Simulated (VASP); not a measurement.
# Te2Mo in VASP: single point with PBE+D3(BJ)

Aim: the single point of Te2Mo with PBE+D3(BJ).

All numbers are computed with VASP 6.6.1; they aren't measurements. Logs are shortened: lines on timing, memory, paths and dates and some standing lists are left out, and cuts for length are marked.

## Step 1: The cell of the first run

The cell holds a slab with vacuum, 6 atoms: a = 3.504 Å, b = 3.504 Å, c = 24.768 Å, α = 90.00°, β = 90.00°, γ = 120.00°.

## Step 2: Single point, PBE+D3(BJ) (layers slid over each other, then relaxed in part)

File INCAR:

```
SYSTEM = Te2Mo
  PREC = Accurate
  ENCUT = 520
  EDIFF = 1E-6
  ISMEAR = 0
  SIGMA = 0.05
  LREAL = .False.
  LASPH = .True.
  NELM = 80
  ALGO = Normal
  ISIF = 2
  LWAVE = .False.
  LCHARG = .True.
  LDIPOL = .True.
  IDIPOL = 3
  DIPOL = 0.5 0.5 0.397
  GGA = PE
  IVDW = 12
  LELF = .True.
  LVHAR = .True.
  LVACPOTAV = .True.
  NBANDS = 35
```

File KPOINTS:

```
regular mesh
0
Gamma
  9 9 1
  0 0 0
```

File POSCAR:

```
Te2Mo
1.0
    3.5038818256      0.0000000000      0.0000000000
   -1.7519409128      3.0344506729      0.0000000000
    0.0000000000      0.0000000000     24.7677191314
Te Mo
4 2
Direct
    0.3333333333      0.6666666667      0.1816881069
    0.3333333333      0.6666666667      0.3282846889
    0.3333333333      1.1666666667      0.4653566174
    0.3333333333      1.1666666667      0.6119528210
    0.6666666667      0.3333333334      0.2549994691
    0.6666666667      0.8333333334      0.5386425996
```

Potentials or basis: VASP PAW PBE potentials, release 64 (Te, Mo_sv).

Launch:

```console
$ cat potpaw_PBE.64/Te/POTCAR potpaw_PBE.64/Mo_sv/POTCAR > POTCAR
$ mpirun -np 1 vasp_std > vasp.out
```

OUTCAR:

```text
SYSTEM = Te2Mo
   PREC = Accurate
   ENCUT = 520
   EDIFF = 1E-6
   ISMEAR = 0
   LREAL = .False.
   LASPH = .True.
   NELM = 80
   ISIF = 2
   GGA = PE
   IVDW = 12
 IVDW          = 12

 ion  position               nearest neighbor table
   1  0.333  0.667  0.182-   5 2.72   5 2.72   5 2.72   2 3.63
   2  0.333  0.667  0.328-   5 2.72   5 2.72   5 2.72   1 3.63
   3  0.333  0.167  0.465-   6 2.72   6 2.72   6 2.72   4 3.63
   4  0.333  0.167  0.612-   6 2.72   6 2.72   6 2.72   3 3.63
   5  0.667  0.333  0.255-   2 2.72   2 2.72   2 2.72   1 2.72   1 2.72   1 2.72
   6  0.667  0.833  0.539-   3 2.72   3 2.72   3 2.72   4 2.72   4 2.72   4 2.72

  LATTYP: Found a hexagonal cell.
 ALAT       =     3.5038818256
 C/A-ratio  =     7.0686513884

  Lattice vectors:

 A1 = (   3.5038818256,   0.0000000000,   0.0000000000)
 A2 = (  -1.7519409128,   3.0344506729,   0.0000000000)
 A3 = (   0.0000000000,   0.0000000000,  24.7677191314)

Analysis of symmetry for initial positions (statically):
=====================================================================
 Subroutine PRICEL returns:
 Original cell was already a primitive cell.

 Routine SETGRP: Setting up the symmetry group for a
 hexagonal supercell.

 Subroutine GETGRP returns: Found  4 space group operations
 (whereof  2 operations were pure point group operations)
 out of a pool of 24 trial point group operations.

The static configuration has the point symmetry C_1h.
 The point group associated with its full space group is C_2v.

Analysis of symmetry for dynamics (positions and initial velocities):
=====================================================================
 Subroutine PRICEL returns:
 Original cell was already a primitive cell.

 Routine SETGRP: Setting up the symmetry group for a
 hexagonal supercell.

 Subroutine GETGRP returns: Found  4 space group operations
 (whereof  2 operations were pure point group operations)
 out of a pool of 24 trial point group operations.

The dynamic configuration has the point symmetry C_1h.
 The point group associated with its full space group is C_2v.

 Subroutine INISYM returns: Found  4 space group operations
 (whereof  2 operations are pure point group operations),
 and found     1 'primitive' translations

----------------------------------------------------------------------------------------

                                     Primitive cell

  volume of cell :     263.3392

  direct lattice vectors                    reciprocal lattice vectors
     3.503881826  0.000000000  0.000000000     0.285397753  0.164774470  0.000000000
    -1.751940913  3.034450673  0.000000000     0.000000000  0.329548939  0.000000000
     0.000000000  0.000000000 24.767719131     0.000000000  0.000000000  0.040375135

  length of vectors
     3.503881826  3.503881826 24.767719131     0.329548939  0.329548939  0.040375135

  position of ions in fractional coordinates (direct lattice)
     0.333333333  0.666666667  0.181688107
     0.333333333  0.666666667  0.328284689
     0.333333333  0.166666667  0.465356617
     0.333333333  0.166666667  0.611952821
     0.666666667  0.333333333  0.254999469
     0.666666667  0.833333333  0.538642600

  ion indices of the primitive-cell ions
   primitive index   ion index
                 1           1
                 2           2
                 3           3
                 4           4
                 5           5
                 6           6

----------------------------------------------------------------------------------------

 KPOINTS: regular mesh

Automatic generation of k-mesh.
 Grid dimensions read from file:
 generate k-points for:    9    9    1

 Generating k-lattice:

  Cartesian coordinates                     Fractional coordinates (reciprocal lattice)
     0.031710861  0.018308274  0.000000000     0.111111111 -0.000000000  0.000000000
     0.000000000  0.036616549  0.000000000     0.000000000  0.111111111  0.000000000
     0.000000000  0.000000000  0.040375135     0.000000000  0.000000000  1.000000000

  Length of vectors
     0.036616549  0.036616549  0.040375135

  Shift w.r.t. Gamma in fractional coordinates (k-lattice)
     0.000000000  0.000000000  0.000000000

 Subroutine IBZKPT returns following result:
 ===========================================

 Found     25 irreducible k-points:

 Following reciprocal coordinates:
            Coordinates               Weight
  0.000000  0.000000  0.000000      1.000000
  0.111111  0.000000  0.000000      2.000000
  0.000000  0.111111  0.000000      4.000000
  0.222222  0.000000  0.000000      2.000000
  0.000000  0.222222  0.000000      4.000000
  0.333333 -0.000000  0.000000      2.000000
[... 16 lines left out ...]
 -0.222222 -0.444444  0.000000      4.000000
  0.444444  0.333333  0.000000      4.000000
   k-points           NKPTS =     25   k-points in BZ     NKDIM =     25   number of bands    NBANDS=     35
   number of dos      NEDOS =    301   number of ions     NIONS =      6
   total plane-waves  NPLWV = 150528
   dimension x,y,z NGX =    28 NGY =   28 NGZ =  192
   dimension x,y,z NGXF=    56 NGYF=   56 NGZF=  384
   ions per type =               4   2
   NGX,Y,Z   is equivalent  to a cutoff of  13.28, 13.28, 12.89 a.u.
   NGXF,Y,Z  is equivalent  to a cutoff of  26.57, 26.57, 25.77 a.u.
 SYSTEM =  Te2Mo
   PREC   = accura    normal or accurate (medium, high low for compatibility)
   ISTART =      0    job   : 0-new  1-cont  2-samecut
   ICHARG =      2    charge: 1-file 2-atom 10-const
   ISPIN  =      1    spin polarized calculation?
   LNONCOLLINEAR =      F non collinear calculations
   LSORBIT =      F    spin-orbit coupling
   LASPH  =      T    aspherical Exc in radial PAW
   ENCUT  =  520.0 eV  38.22 Ry    6.18 a.u.   6.51  6.51 46.05*2*pi/ulx,y,z
   NELM   =     80;   NELMIN=  2; NELMDL= -5     # of ELM steps
   EDIFF  = 0.1E-05   stopping-criterion for ELM
   LREAL  =      F    real-space projection
   EDIFFG = 0.1E-04   stopping-criterion for IOM
   NSW    =      0    number of steps for IOM
   IBRION =     -1    ionic relax: 0-MD 1-quasi-New 2-CG
   NFREE  =      0    steps in history (QN), initial steepest desc. (CG)
   ISIF   =      2    stress and relaxation
   ISYM   =      2    0-nonsym 1-usesym 2-fastsym
   POTIM  = 0.5000    time-step for ionic-motion
   TEBEG  =    0.0;   TEEND  =   0.0 temperature during run
   PSTRESS=    0.0 pullay stress
   NELECT =      52.0000    total number of electrons
   NUPDOWN=      -1.0000    fix difference up-down
   EMIN   =  10.00;   EMAX   =-10.00  energy-range for DOS
   EFERMI =   0.00;   METHOD = LEGACY
   ISMEAR =     0;   SIGMA  =   0.05  broadening in eV -4-tet -1-fermi 0-gaus
   EFERMI_NEDOS =   21; number of points for ismear=-14 and -15
   IALGO  =     38    algorithm
   IMIX   =      4    mixing-type and parameters
     AMIX     =   0.40;   BMIX     =  1.00
     AMIX_MAG =   1.60;   BMIX_MAG =  1.00
  volume/ion in A,a.u.               =      43.89       296.18
  Fermi-wavevector in a.u.,A,eV,Ry     =   0.953317  1.801508 12.365161  0.908814
  Thomas-Fermi vector in A             =   2.081961
   LORBIT       =      0    0 simple, 1 ext, 2 COOP (PROOUT), +10 PAW based schemes
   GGA     = PE    functional components
   LHFCALC =     F    Hartree Fock is set to
   AEXX    =    0.0000 exact exchange contribution
   IVDW    =    12    specifies the selected vdW correction
   LEPSILON=     F    determine dielectric tensor
   LRPA    =     F    only Hartree local field effects (RPA)
 non-spin polarized calculation
 Gauss-broadening in eV      SIGMA  =   0.05
  energy-cutoff  :      520.00
  volume of cell :      263.34
 maximum number of plane-waves:      7173
 NGX is ok and might be reduce to    28
   NGX = 13   NGY = 13   NGZ = 93

 dipolmoment           0.000000      0.000000     -0.000001 electrons x Angstroem

 number of electron      51.9999997 magnetization

 dipolmoment           0.000000      0.000000      0.000335 electrons x Angstroem

 Free energy of the ion-electron system (eV)
  ---------------------------------------------------
  ext. energy  EPLUGINS =         0.00000000
  ---------------------------------------------------
  free energy    TOTEN  =       -35.95704449 eV

  energy without entropy =      -35.95704449  energy(sigma->0) =      -35.95704449

 E-fermi :   2.8614     XC(G=0):  -6.3781

 val. band max:        2.5119005051   @ k =   0.1111   0.0000   0.0000
 cond. band min:       3.5711440196   @ k =   0.2222   0.2222   0.0000
 fundamental gap:      1.0592435145
 Fermi energy:         2.8613897696

 k-point     1 :       0.0000    0.0000    0.0000
  band No.  band energies     occupation
      1     -58.1837      2.00000
      2     -58.1813      2.00000
      3     -32.3618      2.00000
      4     -32.3595      2.00000
      5     -32.2180      2.00000
      6     -32.2168      2.00000
[... 27 lines left out ...]
     34       6.0615      0.00000
     35       6.6687      0.00000

 k-point     2 :       0.1111    0.0000    0.0000
  band No.  band energies     occupation
      1     -58.1824      2.00000
      2     -58.1801      2.00000
      3     -32.3583      2.00000
      4     -32.3560      2.00000
      5     -32.2328      2.00000
      6     -32.2304      2.00000
[... 27 lines left out ...]
     34       5.9161      0.00000
     35       6.9053      0.00000

 k-point     3 :       0.0000    0.1111    0.0000
  band No.  band energies     occupation
      1     -58.1824      2.00000
      2     -58.1801      2.00000
      3     -32.3583      2.00000
      4     -32.3560      2.00000
      5     -32.2336      2.00000
      6     -32.2313      2.00000
[... 27 lines left out ...]
     34       5.7928      0.00000
     35       6.9097      0.00000
[... 723 lines left out ...]
 k-point    23 :      -0.2222   -0.4444    0.0000
  band No.  band energies     occupation
      1     -58.1727      2.00000
      2     -58.1703      2.00000
      3     -32.3330      2.00000
      4     -32.3307      2.00000
      5     -32.3297      2.00000
      6     -32.3273      2.00000
[... 27 lines left out ...]
     34       6.3175      0.00000
     35       7.3096      0.00000

 k-point    24 :       0.4444    0.3333    0.0000
  band No.  band energies     occupation
      1     -58.1727      2.00000
      2     -58.1703      2.00000
      3     -32.3334      2.00000
      4     -32.3311      2.00000
      5     -32.3289      2.00000
      6     -32.3265      2.00000
[... 27 lines left out ...]
     34       6.4004      0.00000
     35       7.3043      0.00000

 [... further k-points ...]

------------------------ aborting loop because EDIFF is reached ----------------------------------------

 Edisp (eV)   -2.80832

 E8    (eV) :    -1.3286

  FORCE on cell =-STRESS in cart. coord.  units (eV):
  Direction    XX          YY          ZZ          XY          YZ          ZX
  --------------------------------------------------------------------------------------
  -------------------------------------------------------------------------------------
  Total      -0.14432     0.07360     0.04171    -0.18873     0.00000    -0.00000
  in kB      -0.87808     0.44781     0.25378    -1.14825     0.00000    -0.00000
  external pressure =       -0.06 kB  Pullay stress =        0.00 kB

 VOLUME and BASIS-vectors are now :
 -----------------------------------------------------------------------------
  energy-cutoff  :      520.00
  volume of cell :      263.34
      direct lattice vectors                 reciprocal lattice vectors
     3.503881826  0.000000000  0.000000000     0.285397753  0.164774470  0.000000000
    -1.751940913  3.034450673  0.000000000     0.000000000  0.329548939  0.000000000
     0.000000000  0.000000000 24.767719131     0.000000000  0.000000000  0.040375135

 POSITION                                       TOTAL-FORCE (eV/Angst)
 -----------------------------------------------------------------------------------
     -0.00000      2.02297      4.50000         0.005140      0.002968     -0.013641
     -0.00000      2.02297      8.13086        -0.002733     -0.001578      0.014436
      0.87597      0.50574     11.52582        -0.002733     -0.001578     -0.014436
      0.87597      0.50574     15.15668         0.005140      0.002968      0.013641
      1.75194      1.01148      6.31576        -0.002407     -0.001390     -0.000164
      0.87597      2.52871     13.34095        -0.002407     -0.001390      0.000164
 -----------------------------------------------------------------------------------
    total drift:                                0.000598      0.000344      0.029770

  FREE ENERGIE OF THE ION-ELECTRON SYSTEM (eV)
  ---------------------------------------------------
  free  energy   TOTEN  =       -38.7653688275 eV

  energy  without entropy=      -38.7653688275  energy(sigma->0) =      -38.76536883

 vacuum level on the upper side and lower side of the slab         7.314         7.309
```

Run time: 7.5 min. Hardware: 1 thread of AMD EPYC 7R13 (Zen 3), shared host; peak memory 0.45 GiB.

What came out:

```yaml
Free_energy: -38.7654 eV
Largest_force: 0.015 eV/Å
Band_gap_on_the_k_mesh: 1.06 eV (least direct gap 1.16 eV)
Dispersion_energy_per_atom: -0.468 eV
```

Forces on the atoms (eV/Å):
```
Te   0.005  0.003 -0.014
Te  -0.003 -0.002  0.014
Te  -0.003 -0.002 -0.014
Te   0.005  0.003  0.014
Mo  -0.002 -0.001  0.000
Mo  -0.002 -0.001  0.000
```

Caveat: the cell differs from its parent crystal (layers slid over each other, then relaxed in part); spin-orbit coupling is left out, which moves the levels of the heavy elements.
